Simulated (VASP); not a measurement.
CuO, 2 atoms in the cell. Symmetry: Pm-3m, No. 221, cubic system. The conventional cell has a = 2.677 Å, b = 2.677 Å, c = 2.677 Å, α = 90.00°, β = 90.00°, γ = 90.00°. Cu (site symmetry m-3m) has 8 O at 2.32 Å and 6 Cu at 2.68 Å within 3.1 Å. O (site symmetry m-3m) has 8 Cu at 2.32 Å and 6 O at 2.68 Å within 3.1 Å. 

- Program: VASP 6.6.1
- Task: single point
- Functional: PBE
- Potentials or basis: VASP PAW PBE potentials, release 64 (Cu_sv_GW, O)
- Cutoff: 820 eV
- k mesh: 10 × 10 × 10
- Occupations: fermi-dirac, width 0.05 eV
- Spin: no spin polarisation
- Hubbard terms: Cu d U = 8.0 eV
- Dipole correction: no
- Further INCAR settings: ALGO = Normal; EDIFF = 1e-06; NBANDS = 20

Potentials or basis: VASP PAW PBE potentials, release 64 (Cu_sv_GW, O).

The run is started by

```bash
$ cat potpaw_PBE.64/Cu_sv_GW/POTCAR potpaw_PBE.64/O/POTCAR > POTCAR
$ mpirun -np 1 vasp_std > vasp.out
```

Hardware: 1 thread of Intel(R) Xeon(R) 6975P-C (Granite Rapids), with other jobs on the host.

Task: Estimate the wall time of this run.

Result: Run time: 24 s on 1 thread of Intel(R) Xeon(R) 6975P-C (Granite Rapids) (shared host), peak memory 0.2 GiB. Counts: scf iterations 14, k points 56.
